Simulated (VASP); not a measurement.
# NaCl (base) (Fm-3m) in VASP: a series of runs

The runs below take NaCl (base) through single point, relaxation of cell and atoms, with PBE.

Program: VASP 6.6.1. These are calculated values, not measurements. Logs are shortened: lines on timing, memory, paths and dates and some standing lists are left out, and cuts for length are marked.

### 1 The cell of the first run

It takes space group Fm-3m (No. 225, cubic). The conventional cell has a = 5.204 Å, b = 5.204 Å, c = 5.204 Å, α = 90.00°, β = 90.00°, γ = 90.00°. Within 3.4 Å of Na (site symmetry m-3m) lie 6 Cl at 2.60 Å. Cl (site symmetry m-3m) has 6 Na at 2.60 Å within 3.4 Å.

### 2 Single point, PBE

Input file INCAR:

```
ALGO = Normal ; EDIFF = 1E-7
ENCUT = 520 ; GGA = PE
ISIF = 2 ; ISMEAR = 0
LASPH = True ; LCHARG = True
LELF = True ; LREAL = False
LVHAR = True ; LWAVE = False
NBANDS = 14 ; NELM = 60
PREC = Accurate ; SIGMA = 0.02
```

Input file KPOINTS:

```
k-points
0
Gamma
  8 8 8
```

Input file POSCAR:

```
NaCl
1.0
    0.0000000000      2.6020988198      2.6020988198
    2.6020988198      0.0000000000      2.6020988198
    2.6020988198      2.6020988198      0.0000000000
Na Cl
1 1
Direct
    0.0000000000      0.0000000000      0.0000000000
    0.5000000000      0.5000000000      0.5000000000
```

Potentials or basis: VASP PAW PBE potentials, release 64 (Na_pv, Cl).

Run with:

```bash
$ cat potpaw_PBE.64/Na_pv/POTCAR potpaw_PBE.64/Cl/POTCAR > POTCAR
$ mpirun -np 1 vasp_std > vasp.out
```

OUTCAR:

```text
EDIFF = 1E-7
   ENCUT = 520
   GGA = PE
   ISIF = 2
   ISMEAR = 0
   LASPH = True
   LREAL = False
   NELM = 60
   PREC = Accurate

 ion  position               nearest neighbor table
   1  0.000  0.000  0.000-   2 2.60   2 2.60   2 2.60   2 2.60   2 2.60   2 2.60
   2  0.500  0.500  0.500-   1 2.60   1 2.60   1 2.60   1 2.60   1 2.60   1 2.60

  LATTYP: Found a face centered cubic cell.
 ALAT       =     5.2041976396

  Lattice vectors:

 A1 = (   0.0000000000,   2.6020988198,   2.6020988198)
 A2 = (   2.6020988198,   0.0000000000,   2.6020988198)
 A3 = (   2.6020988198,   2.6020988198,   0.0000000000)

Analysis of symmetry for initial positions (statically):
=====================================================================
 Subroutine PRICEL returns:
 Original cell was already a primitive cell.

 Routine SETGRP: Setting up the symmetry group for a
 face centered cubic supercell.

 Subroutine GETGRP returns: Found 48 space group operations
 (whereof 48 operations were pure point group operations)
 out of a pool of 48 trial point group operations.

The static configuration has the point symmetry O_h .

Analysis of symmetry for dynamics (positions and initial velocities):
=====================================================================
 Subroutine PRICEL returns:
 Original cell was already a primitive cell.

 Routine SETGRP: Setting up the symmetry group for a
 face centered cubic supercell.

 Subroutine GETGRP returns: Found 48 space group operations
 (whereof 48 operations were pure point group operations)
 out of a pool of 48 trial point group operations.

The dynamic configuration has the point symmetry O_h .

 Subroutine INISYM returns: Found 48 space group operations
 (whereof 48 operations are pure point group operations),
 and found     1 'primitive' translations

----------------------------------------------------------------------------------------

                                     Primitive cell

  volume of cell :      35.2372

  direct lattice vectors                    reciprocal lattice vectors
     0.000000000  2.602098820  2.602098820    -0.192152579  0.192152579  0.192152579
     2.602098820  0.000000000  2.602098820     0.192152579 -0.192152579  0.192152579
     2.602098820  2.602098820  0.000000000     0.192152579  0.192152579 -0.192152579

  length of vectors
     3.679923442  3.679923442  3.679923442     0.332818030  0.332818030  0.332818030

  position of ions in fractional coordinates (direct lattice)
     0.000000000  0.000000000  0.000000000
     0.500000000  0.500000000  0.500000000

  ion indices of the primitive-cell ions
   primitive index   ion index
                 1           1
                 2           2

----------------------------------------------------------------------------------------

 KPOINTS: k-points

Automatic generation of k-mesh.
 Grid dimensions read from file:
 generate k-points for:    8    8    8

 Generating k-lattice:

  Cartesian coordinates                     Fractional coordinates (reciprocal lattice)
    -0.024019072  0.024019072  0.024019072     0.125000000  0.000000000  0.000000000
     0.024019072 -0.024019072  0.024019072     0.000000000  0.125000000  0.000000000
     0.024019072  0.024019072 -0.024019072     0.000000000  0.000000000  0.125000000

  Length of vectors
     0.041602254  0.041602254  0.041602254

  Shift w.r.t. Gamma in fractional coordinates (k-lattice)
     0.000000000  0.000000000  0.000000000

 Subroutine IBZKPT returns following result:
 ===========================================

 Found     29 irreducible k-points:

 Following reciprocal coordinates:
            Coordinates               Weight
  0.000000  0.000000  0.000000      1.000000
  0.125000  0.000000  0.000000      8.000000
  0.250000  0.000000  0.000000      8.000000
  0.375000  0.000000  0.000000      8.000000
  0.500000  0.000000  0.000000      4.000000
  0.125000  0.125000  0.000000      6.000000
[... 16 lines left out ...]
  0.500000  0.250000  0.125000     48.000000
 -0.375000  0.250000  0.125000     24.000000
 [... further k-points ...]
   k-points           NKPTS =     29   k-points in BZ     NKDIM =     29   number of bands    NBANDS=     14
   number of dos      NEDOS =    301   number of ions     NIONS =      2
   total plane-waves  NPLWV =  21952
   dimension x,y,z NGX =    28 NGY =   28 NGZ =   28
   dimension x,y,z NGXF=    56 NGYF=   56 NGZF=   56
   ions per type =               1   1
   NGX,Y,Z   is equivalent  to a cutoff of  12.65, 12.65, 12.65 a.u.
   NGXF,Y,Z  is equivalent  to a cutoff of  25.30, 25.30, 25.30 a.u.
 SYSTEM =  unknown system
   PREC   = accura    normal or accurate (medium, high low for compatibility)
   ISTART =      0    job   : 0-new  1-cont  2-samecut
   ICHARG =      2    charge: 1-file 2-atom 10-const
   ISPIN  =      1    spin polarized calculation?
   LNONCOLLINEAR =      F non collinear calculations
   LSORBIT =      F    spin-orbit coupling
   LASPH  =      T    aspherical Exc in radial PAW
   ENCUT  =  520.0 eV  38.22 Ry    6.18 a.u.   6.84  6.84  6.84*2*pi/ulx,y,z
   NELM   =     60;   NELMIN=  2; NELMDL= -5     # of ELM steps
   EDIFF  = 0.1E-06   stopping-criterion for ELM
   LREAL  =      F    real-space projection
   EDIFFG = 0.1E-05   stopping-criterion for IOM
   NSW    =      0    number of steps for IOM
   IBRION =     -1    ionic relax: 0-MD 1-quasi-New 2-CG
   NFREE  =      0    steps in history (QN), initial steepest desc. (CG)
   ISIF   =      2    stress and relaxation
   ISYM   =      2    0-nonsym 1-usesym 2-fastsym
   POTIM  = 0.5000    time-step for ionic-motion
   TEBEG  =    0.0;   TEEND  =   0.0 temperature during run
   PSTRESS=    0.0 pullay stress
   NELECT =      14.0000    total number of electrons
   NUPDOWN=      -1.0000    fix difference up-down
   EMIN   =  10.00;   EMAX   =-10.00  energy-range for DOS
   EFERMI =   0.00;   METHOD = LEGACY
   ISMEAR =     0;   SIGMA  =   0.02  broadening in eV -4-tet -1-fermi 0-gaus
   EFERMI_NEDOS =   21; number of points for ismear=-14 and -15
   IALGO  =     38    algorithm
   IMIX   =      4    mixing-type and parameters
     AMIX     =   0.40;   BMIX     =  1.00
     AMIX_MAG =   1.60;   BMIX_MAG =  1.00
  volume/ion in A,a.u.               =      17.62       118.90
  Fermi-wavevector in a.u.,A,eV,Ry     =   1.203512  2.274308 19.707235  1.448441
  Thomas-Fermi vector in A             =   2.339263
   LORBIT       =      0    0 simple, 1 ext, 2 COOP (PROOUT), +10 PAW based schemes
   GGA     = PE    functional components
   LHFCALC =     F    Hartree Fock is set to
   AEXX    =    0.0000 exact exchange contribution
   IVDW    =     0    specifies the selected vdW correction
   LEPSILON=     F    determine dielectric tensor
   LRPA    =     F    only Hartree local field effects (RPA)
 non-spin polarized calculation
 Gauss-broadening in eV      SIGMA  =   0.02
  energy-cutoff  :      520.00
  volume of cell :       35.24
 maximum number of plane-waves:       960
   NGX = 13   NGY = 13   NGZ = 13

 number of electron      14.0000009 magnetization

 Free energy of the ion-electron system (eV)
  ---------------------------------------------------
  ext. energy  EPLUGINS =         0.00000000
  ---------------------------------------------------
  free energy    TOTEN  =        -6.45687754 eV

  energy without entropy =       -6.45687754  energy(sigma->0) =       -6.45687754

 E-fermi :   1.0178     XC(G=0):  -9.2490

 val. band max:        0.9257342553   @ k =   0.0000   0.0000   0.0000
 cond. band min:       7.1452746536   @ k =   0.0000   0.0000   0.0000
 fundamental gap:      6.2195403982
 Fermi energy:         1.0178341120

 k-point     1 :       0.0000    0.0000    0.0000
  band No.  band energies     occupation
      1     -19.5601      2.00000
      2     -19.5601      2.00000
      3     -19.5601      2.00000
      4     -12.4248      2.00000
      5       0.9257      2.00000
      6       0.9257      2.00000
      7       0.9257      2.00000
      8       7.1453      0.00000
      9      12.1865      0.00000
     10      12.1865      0.00000
     11      12.1865      0.00000
     12      14.7004      0.00000
     13      14.7004      0.00000
     14      16.7102      0.00000

 k-point     2 :       0.1250    0.0000    0.0000
  band No.  band energies     occupation
      1     -19.5737      2.00000
      2     -19.5608      2.00000
      3     -19.5608      2.00000
      4     -12.3326      2.00000
      5       0.3992      2.00000
      6       0.8570      2.00000
      7       0.8570      2.00000
      8       7.7334      0.00000
      9      11.6863      0.00000
     10      12.4472      0.00000
     11      12.4472      0.00000
     12      14.5304      0.00000
     13      14.5304      0.00000
     14      17.8930      0.00000

 k-point     3 :       0.2500    0.0000    0.0000
  band No.  band energies     occupation
      1     -19.6060      2.00000
      2     -19.5626      2.00000
      3     -19.5626      2.00000
      4     -12.1003      2.00000
      5      -0.6434      2.00000
      6       0.6985      2.00000
      7       0.6985      2.00000
      8       8.5890      0.00000
      9      11.5763      0.00000
     10      12.7233      0.00000
     11      12.7233      0.00000
     12      14.8527      0.00000
     13      14.8527      0.00000
     14      18.5005      0.00000
[... 324 lines left out ...]
 k-point    23 :       0.5000    0.2500    0.1250
  band No.  band energies     occupation
      1     -19.6247      2.00000
      2     -19.5808      2.00000
      3     -19.5691      2.00000
      4     -11.7747      2.00000
      5      -1.2955      2.00000
      6      -0.1109      2.00000
      7       0.3596      2.00000
      8       9.8825      0.00000
      9      11.3323      0.00000
     10      11.5876      0.00000
     11      13.7280      0.00000
     12      15.6761      0.00000
     13      18.6848      0.00000
     14      18.9744      0.00000

 k-point    24 :      -0.3750    0.2500    0.1250
  band No.  band energies     occupation
      1     -19.6309      2.00000
      2     -19.5821      2.00000
      3     -19.5714      2.00000
      4     -11.6970      2.00000
      5      -1.4742      2.00000
      6      -0.2291      2.00000
      7       0.2824      2.00000
      8       9.8301      0.00000
      9      11.2302      0.00000
     10      12.4126      0.00000
     11      13.5119      0.00000
     12      16.5113      0.00000
     13      18.2561      0.00000
     14      19.1060      0.00000

 [... further k-points ...]
[... 5 lines left out ...]
  --------------------------------------------------------------------------------------
  -------------------------------------------------------------------------------------
  Total        2.6438347      2.6438347      2.6438347      0.0000000      0.0000000     -0.0000000
  in kB      120.2108134    120.2108134    120.2108134      0.0000000      0.0000000     -0.0000000
  external PRESSURE =     120.2108134 kB  Pullay stress =       0.0000000 kB

 VOLUME and BASIS-vectors are now :
 -----------------------------------------------------------------------------
  energy-cutoff  :      520.00
  volume of cell :       35.24
      direct lattice vectors                 reciprocal lattice vectors
     0.000000000  2.602098820  2.602098820    -0.192152579  0.192152579  0.192152579
     2.602098820  0.000000000  2.602098820     0.192152579 -0.192152579  0.192152579
     2.602098820  2.602098820  0.000000000     0.192152579  0.192152579 -0.192152579

 POSITION                                       TOTAL-FORCE (eV/Angst)
 -----------------------------------------------------------------------------------
      0.00000      0.00000      0.00000        -0.000000      0.000000      0.000000
      2.60210      2.60210      2.60210         0.000000     -0.000000     -0.000000
 -----------------------------------------------------------------------------------
    total drift:                                0.000000      0.000000      0.000000

  FREE ENERGIE OF THE ION-ELECTRON SYSTEM (eV)
  ---------------------------------------------------
  free  energy   TOTEN  =        -6.4568775416 eV

  energy  without entropy=       -6.4568775416  energy(sigma->0) =       -6.45687754
```

Run time: 9.8 s. Hardware: 1 thread of Intel Xeon Platinum 8488C (Sapphire Rapids), shared host; peak memory 0.15 GiB.

What came out:

```yaml
Free_energy: -6.4569 eV
Pressure: 12.0 GPa
Band_gap_on_the_k_mesh: 6.22 eV, direct
```

### 3 Single point, PBE

Input file INCAR:

```
SYSTEM = NaCl
PREC     = Accurate       ! precision mode
ENCUT    = 520            ! plane-wave cutoff, eV
EDIFF    = 1E-6           ! SCF threshold, eV
ISMEAR   = 0              ! smearing method
SIGMA    = 0.02           ! smearing width, eV
LREAL    = .FALSE.        ! projectors in reciprocal space
LASPH    = .TRUE.         ! aspherical terms in the spheres
NELM     = 60             ! most SCF steps
ALGO     = Normal         ! electronic algorithm
ISIF     = 2              ! what is computed and relaxed
LWAVE    = .FALSE.        ! write WAVECAR
LCHARG   = .TRUE.         ! write CHGCAR
GGA      = PE             ! functional
LELF     = .TRUE.         ! ELF
LVHAR    = .TRUE.       
NBANDS   = 14             ! bands
```

Input file KPOINTS:

```
Automatic mesh
0
G
  8 8 8
  0 0 0
```

POSCAR is that of step 2.

Potentials or basis: VASP PAW PBE potentials, release 64 (Na_pv, Cl).

Run with:

```bash
$ cat potpaw_PBE.64/Na_pv/POTCAR potpaw_PBE.64/Cl/POTCAR > POTCAR
$ mpirun -np 1 vasp_std > vasp.out
```

It took 9.4 s on 1 thread of Intel Xeon Platinum 8488C (Sapphire Rapids), shared host; peak memory 0.15 GiB.

Results (log left out):

```yaml
Free_energy: -6.4569 eV
Pressure: 12.0 GPa
Band_gap_on_the_k_mesh: 6.22 eV, direct
```

Levels at points of the mesh, in eV from the valence-band top:
| k point | band 4 | band 5 | band 6 | band 7 | band 8 | band 9 | band 10 | band 11 |
| --- | --- | --- | --- | --- | --- | --- | --- | --- |
| (0.00, 0.00, 0.00) | -13.35 | 0.00 | 0.00 | 0.00 | 6.22 | 11.26 | 11.26 | 11.26 |
| (0.50, 0.00, 0.00) | -12.67 | -2.78 | -0.44 | -0.44 | 7.65 | 11.50 | 11.50 | 12.75 |
| (0.50, 0.50, 0.00) | -12.62 | -2.40 | -0.87 | -0.87 | 7.73 | 8.22 | 13.20 | 16.11 |

(Part 1 of 2 ends here.)
